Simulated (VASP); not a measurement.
# Al (Fm-3m) in VASP: single point with PBE

Aim: the single point of Al with PBE.

Program: VASP 6.6.1. These are calculated values, not measurements. Logs are shortened: lines on timing, memory, paths and dates and some standing lists are left out, and cuts for length are marked.

**1. The cell of the first run**

It takes space group Fm-3m (No. 225, cubic). The conventional cell has a = 4.040 Å, b = 4.040 Å, c = 4.040 Å, α = 90.00°, β = 90.00°, γ = 90.00°. Al (site symmetry m-3m) has 12 Al at 2.86 Å within 3.8 Å.

**2. Single point, PBE**

The input, INCAR:

```
SYSTEM = Al
PREC = Accurate
ENCUT = 500
EDIFF = 1E-6
ISMEAR = -1
SIGMA = 0.1
LREAL = .FALSE.
LASPH = .TRUE.
NELM = 120
ALGO = Normal
ISIF = 2
LWAVE = .FALSE.
LCHARG = .FALSE.
GGA = PE
NBANDS = 10
GGA_COMPAT = .FALSE.
```

The input, KPOINTS:

```
Automatic mesh
0
G
  4 8 8
  0 0 0
```

The input, POSCAR:

```
Al
1.0
    0.0000000000      4.0400000000      4.0400000000
    2.0200000000      0.0000000000      2.0200000000
    2.0200000000      0.0000000000     -2.0200000000
Al
2
Direct
   -0.2500000000      0.0000000000     -0.5000000000
    0.2500000000      0.0000000000     -0.5000000000
```

Potentials or basis: VASP PAW PBE potentials, release 64 (Al).

Command:

```
$ cat potpaw_PBE.64/Al/POTCAR > POTCAR
$ mpirun -np 1 vasp_std > vasp.out
```

OUTCAR:

```text
SYSTEM = Al
   PREC = Accurate
   ENCUT = 500
   EDIFF = 1E-6
   ISMEAR = -1
   LREAL = .FALSE.
   LASPH = .TRUE.
   NELM = 120
   ISIF = 2
   GGA = PE

 ion  position               nearest neighbor table
   1  0.750  0.000  0.500-   2 2.86   2 2.86   2 2.86   2 2.86   2 2.86   2 2.86   2 2.86   2 2.86

   2  0.250  0.000  0.500-   1 2.86   1 2.86   1 2.86   1 2.86   1 2.86   1 2.86   1 2.86   1 2.86

  LATTYP: Found a simple tetragonal cell.
 ALAT       =     2.8567113960
 C/A-ratio  =     1.4142135624

  Lattice vectors:

 A1 = (   2.0200000000,   0.0000000000,   2.0200000000)
 A2 = (   2.0200000000,   0.0000000000,  -2.0200000000)
 A3 = (   0.0000000000,   4.0400000000,   0.0000000000)

Analysis of symmetry for initial positions (statically):
=====================================================================
 Subroutine PRICEL returns following result:

  LATTYP: Found a face centered cubic cell.
 ALAT       =     4.0400000000

  Lattice vectors:

 A1 = (   0.0000000000,   2.0200000000,   2.0200000000)
 A2 = (   2.0200000000,   0.0000000000,   2.0200000000)
 A3 = (   2.0200000000,   2.0200000000,   0.0000000000)

   2 primitive cells build up your supercell.

 Routine SETGRP: Setting up the symmetry group for a
 simple tetragonal supercell.

 Subroutine GETGRP returns: Found 16 space group operations
 (whereof  4 operations were pure point group operations)
 out of a pool of 16 trial point group operations.

The static configuration has the point symmetry C_2h.
 The point group associated with its full space group is D_4h.

Analysis of symmetry for dynamics (positions and initial velocities):
=====================================================================
 Subroutine PRICEL returns following result:

  LATTYP: Found a face centered cubic cell.
 ALAT       =     4.0400000000

  Lattice vectors:

 A1 = (   0.0000000000,   2.0200000000,   2.0200000000)
 A2 = (   2.0200000000,   0.0000000000,   2.0200000000)
 A3 = (   2.0200000000,   2.0200000000,   0.0000000000)

   2 primitive cells build up your supercell.

 Routine SETGRP: Setting up the symmetry group for a
 simple tetragonal supercell.

 Subroutine GETGRP returns: Found 16 space group operations
 (whereof  4 operations were pure point group operations)
 out of a pool of 16 trial point group operations.

The dynamic configuration has the point symmetry C_2h.
 The point group associated with its full space group is D_4h.

 Subroutine INISYM returns: Found 16 space group operations
 (whereof  4 operations are pure point group operations),
 and found     2 'primitive' translations

----------------------------------------------------------------------------------------

                                     Primitive cell

  volume of cell :      16.4848

  direct lattice vectors                    reciprocal lattice vectors
     0.000000000  2.020000000  2.020000000    -0.247524752  0.247524752  0.247524752
     2.020000000  0.000000000  2.020000000     0.247524752 -0.247524752  0.247524752
     2.020000000  2.020000000  0.000000000     0.247524752  0.247524752 -0.247524752

  length of vectors
     2.856711396  2.856711396  2.856711396     0.428725447  0.428725447  0.428725447

  position of ions in fractional coordinates (direct lattice)
     0.000000000  0.000000000  0.500000000

  ion indices of the primitive-cell ions
   primitive index   ion index
                 1           1

----------------------------------------------------------------------------------------

 KPOINTS: Automatic mesh

Automatic generation of k-mesh.
 Grid dimensions read from file:
 generate k-points for:    4    8    8

 Generating k-lattice:

  Cartesian coordinates                     Fractional coordinates (reciprocal lattice)
     0.000000000  0.061881188  0.000000000     0.250000000  0.000000000  0.000000000
     0.030940594 -0.030940594  0.030940594     0.000000000  0.125000000  0.000000000
     0.030940594  0.030940594 -0.030940594     0.000000000  0.000000000  0.125000000

  Length of vectors
     0.061881188  0.053590681  0.053590681

  Shift w.r.t. Gamma in fractional coordinates (k-lattice)
     0.000000000  0.000000000  0.000000000

 Subroutine IBZKPT returns following result:
 ===========================================

 Found     39 irreducible k-points:

 Following reciprocal coordinates:
            Coordinates               Weight
  0.000000  0.000000  0.000000      1.000000
  0.250000  0.000000  0.000000      2.000000
  0.500000  0.000000  0.000000      1.000000
  0.000000  0.125000  0.000000      8.000000
  0.500000  0.125000  0.000000      8.000000
  0.000000  0.250000  0.000000      8.000000
[... 16 lines left out ...]
  0.250000  0.500000  0.125000      8.000000
  0.000000  0.250000  0.250000      4.000000
 [... further k-points ...]
   k-points           NKPTS =     39   k-points in BZ     NKDIM =     39   number of bands    NBANDS=     10
   number of dos      NEDOS =    301   number of ions     NIONS =      2
   total plane-waves  NPLWV =  24192
   dimension x,y,z NGX =    42 NGY =   24 NGZ =   24
   dimension x,y,z NGXF=    84 NGYF=   48 NGZF=   48
   ions per type =               2
   NGX,Y,Z   is equivalent  to a cutoff of  12.22, 13.97, 13.97 a.u.
   NGXF,Y,Z  is equivalent  to a cutoff of  24.44, 27.93, 27.93 a.u.
 SYSTEM =  Al
   PREC   = accura    normal or accurate (medium, high low for compatibility)
   ISTART =      0    job   : 0-new  1-cont  2-samecut
   ICHARG =      2    charge: 1-file 2-atom 10-const
   ISPIN  =      1    spin polarized calculation?
   LNONCOLLINEAR =      F non collinear calculations
   LSORBIT =      F    spin-orbit coupling
   LASPH  =      T    aspherical Exc in radial PAW
   ENCUT  =  500.0 eV  36.75 Ry    6.06 a.u.  10.42  5.21  5.21*2*pi/ulx,y,z
   NELM   =    120;   NELMIN=  2; NELMDL= -5     # of ELM steps
   EDIFF  = 0.1E-05   stopping-criterion for ELM
   LREAL  =      F    real-space projection
   EDIFFG = 0.1E-04   stopping-criterion for IOM
   NSW    =      0    number of steps for IOM
   IBRION =     -1    ionic relax: 0-MD 1-quasi-New 2-CG
   NFREE  =      0    steps in history (QN), initial steepest desc. (CG)
   ISIF   =      2    stress and relaxation
   ISYM   =      2    0-nonsym 1-usesym 2-fastsym
   POTIM  = 0.5000    time-step for ionic-motion
   TEBEG  =    0.0;   TEEND  =   0.0 temperature during run
   PSTRESS=    0.0 pullay stress
   NELECT =       6.0000    total number of electrons
   NUPDOWN=      -1.0000    fix difference up-down
   EMIN   =  10.00;   EMAX   =-10.00  energy-range for DOS
   EFERMI =   0.00;   METHOD = LEGACY
   ISMEAR =    -1;   SIGMA  =   0.10  broadening in eV -4-tet -1-fermi 0-gaus
   EFERMI_NEDOS =   21; number of points for ismear=-14 and -15
   IALGO  =     38    algorithm
   IMIX   =      4    mixing-type and parameters
     AMIX     =   0.40;   BMIX     =  1.00
     AMIX_MAG =   1.60;   BMIX_MAG =  1.00
  volume/ion in A,a.u.               =      16.48       111.25
  Fermi-wavevector in a.u.,A,eV,Ry     =   0.927728  1.753151 11.710246  0.860679
  Thomas-Fermi vector in A             =   2.053828
   LORBIT       =      0    0 simple, 1 ext, 2 COOP (PROOUT), +10 PAW based schemes
   GGA     = PE    functional components
   LHFCALC =     F    Hartree Fock is set to
   AEXX    =    0.0000 exact exchange contribution
   IVDW    =     0    specifies the selected vdW correction
   LEPSILON=     F    determine dielectric tensor
   LRPA    =     F    only Hartree local field effects (RPA)
 non-spin polarized calculation
  energy-cutoff  :      500.00
  volume of cell :       32.97
 maximum number of plane-waves:       888
 NGX is ok and might be reduce to    42
   NGX = 21   NGY = 11   NGZ = 11

 number of electron       6.0000000 magnetization

 Free energy of the ion-electron system (eV)
  ---------------------------------------------------
  ext. energy  EPLUGINS =         0.00000000
  ---------------------------------------------------
  free energy    TOTEN  =        -7.49472583 eV

  energy without entropy =       -7.47005833  energy(sigma->0) =       -7.48239208

 E-fermi :   7.9767     XC(G=0): -10.1989

 val. band max:        7.6849283740   @ k =   0.2500   0.3750   0.1250
 cond. band min:       8.1460576168   @ k =   0.5000   0.3750   0.2500
 fundamental gap:      0.4611292428
 Fermi energy:         7.9767433715

 k-point     1 :       0.0000    0.0000    0.0000
  band No.  band energies     occupation
      1      -3.1300      2.00000
      2       5.0852      2.00000
      3       6.4095      2.00000
      4      13.2697      0.00000
      5      13.6098      0.00000
      6      13.6098      0.00000
      7      17.0878      0.00000
      8      20.6356      0.00000
      9      20.6356      0.00000
     10      20.6356      0.00000

 k-point     2 :       0.2500    0.0000    0.0000
  band No.  band energies     occupation
      1      -2.5641      2.00000
      2       1.8758      2.00000
      3      10.5992      0.00000
      4      13.8282      0.00000
      5      14.0910      0.00000
      6      14.0910      0.00000
      7      17.6003      0.00000
      8      17.9305      0.00000
      9      17.9305      0.00000
     10      18.1686      0.00000

 k-point     3 :       0.5000    0.0000    0.0000
  band No.  band energies     occupation
      1      -0.8804      2.00000
      2      -0.8804      2.00000
      3      15.4906      0.00000
      4      15.4906      0.00000
      5      15.5356      0.00000
      6      15.5356      0.00000
      7      15.5356      0.00000
      8      15.5356      0.00000
      9      16.2742      0.00000
     10      16.2742      0.00000
[... 248 lines left out ...]
 k-point    23 :       0.2500    0.5000    0.1250
  band No.  band energies     occupation
      1       1.7445      2.00000
      2       1.7445      2.00000
      3       8.1461      0.31073
      4       8.1461      0.31073
      5      12.5931      0.00000
      6      12.5931      0.00000
      7      14.6604      0.00000
      8      14.6604      0.00000
      9      20.7912      0.00000
     10      20.7912      0.00000

 k-point    24 :       0.0000    0.2500    0.2500
  band No.  band energies     occupation
      1      -0.8804      2.00000
      2       7.1641      1.99941
      3       7.1641      1.99941
      4       8.1776      0.23660
      5       9.1239      0.00002
      6      15.4906      0.00000
      7      15.5356      0.00000
      8      15.5356      0.00000
      9      16.2742      0.00000
     10      19.0361      0.00000

 [... further k-points ...]
[... 5 lines left out ...]
  --------------------------------------------------------------------------------------
  -------------------------------------------------------------------------------------
  Total        0.0245054      0.0245043      0.0245054     -0.0000000      0.0000000      0.0000000
  in kB        1.1908546      1.1907986      1.1908546     -0.0000000      0.0000000      0.0000000
  external PRESSURE =       1.1908359 kB  Pullay stress =       0.0000000 kB

 VOLUME and BASIS-vectors are now :
 -----------------------------------------------------------------------------
  energy-cutoff  :      500.00
  volume of cell :       32.97
      direct lattice vectors                 reciprocal lattice vectors
     0.000000000  4.040000000  4.040000000     0.000000000  0.247524752  0.000000000
     2.020000000  0.000000000  2.020000000     0.247524752 -0.247524752  0.247524752
     2.020000000  0.000000000 -2.020000000     0.247524752  0.247524752 -0.247524752

 POSITION                                       TOTAL-FORCE (eV/Angst)
 -----------------------------------------------------------------------------------
      1.01000      3.03000      2.02000         0.000000      0.000000      0.000000
      1.01000      1.01000      0.00000        -0.000000     -0.000000     -0.000000
 -----------------------------------------------------------------------------------
    total drift:                               -0.000000     -0.000000      0.000000

  FREE ENERGIE OF THE ION-ELECTRON SYSTEM (eV)
  ---------------------------------------------------
  free  energy   TOTEN  =        -7.4947258279 eV

  energy  without entropy=       -7.4700583257  energy(sigma->0) =       -7.48239208
```

Run time: 14 s. Hardware: 1 thread of Intel Xeon 8259CL, shared host; peak memory 0.15 GiB.

Results:

```
Free energy            : -7.4947 eV
Pressure               : 0.1 GPa
Band gap on the k mesh : zero (band 3 reaches 15.49 eV, above the bottom of band 4 at 3.63 eV)
```

Levels at points of the mesh, in eV from the Fermi level:
```csv
k point,band 1,band 2,band 3,band 4,band 5,band 6
"(0.00, 0.00, 0.00)",-11.11,-2.89,-1.57,5.29,5.63,5.63
"(0.50, 0.00, 0.00)",-8.86,-8.86,7.51,7.51,7.56,7.56
"(0.00, 0.50, 0.00)",-4.56,-4.56,-4.35,-4.35,11.45,11.45
"(0.50, 0.50, 0.00)",-6.64,-6.64,1.27,1.27,2.79,2.79
"(0.00, 0.50, 0.50)",-2.89,-2.89,-1.57,-1.57,5.29,5.29
"(0.50, 0.50, 0.50)",-0.81,-0.81,-0.81,-0.81,0.20,0.20
```

Caveat: the k points lie up to 0.39 Å⁻¹ apart.
